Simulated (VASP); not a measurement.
Write the native input for VASP 6.6.1 that does the following.

* Task: single point
* Functional: PBE
* Potentials or basis: VASP PAW PBE potentials, release 64 (Al, C)
* Cutoff: 600 eV
* k mesh: 8 × 8 × 8
* Occupations: gaussian, width 0.1 eV
* Spin: no spin polarisation
* Dipole correction: no
* Further INCAR settings: ALGO = Normal; EDIFF = 1e-06; NBANDS = 10

The structure of AlC lies in POSCAR:

```
AlC
1.0
   -1.5095046997      1.5095046997      2.1343139341
    1.5095046997     -1.5095046997      2.1343139341
    1.5095046997      1.5095046997     -2.1343139341
Al C
1 1
Direct
    0.0000000000      0.0000000000      0.0000000000
    0.5000000000      0.5000000000      0.0000000000
```

The cell was built from a structure type or drawn by symmetry, and may not be a known phase.

One way to write it, as run:

INCAR

```
SYSTEM = AlC
ALGO = Normal
EDIFF = 1E-6
ENCUT = 600
GGA = PE
GGA_COMPAT = .FALSE.
ISIF = 2
ISMEAR = 0
LASPH = .TRUE.
LCHARG = .FALSE.
LREAL = .FALSE.
LWAVE = .FALSE.
NBANDS = 10
NELM = 120
PREC = Accurate
SIGMA = 0.1
```

KPOINTS

```
k-points
0
G
  8 8 8
  0 0 0
```

Potentials or basis: VASP PAW PBE potentials, release 64 (Al, C).

Run with:

```bash
$ cat potpaw_PBE.64/Al/POTCAR potpaw_PBE.64/C/POTCAR > POTCAR
$ mpirun -np 1 vasp_std > vasp.out
```

It gave:

```yaml
Pressure: -0.4 GPa
Band_gap_on_the_k_mesh: zero (an odd number of electrons rules out a gap without spin polarisation)
```

Run time: 17 s on 1 thread of Intel Xeon 8259CL (shared host), peak memory 0.14 GiB.
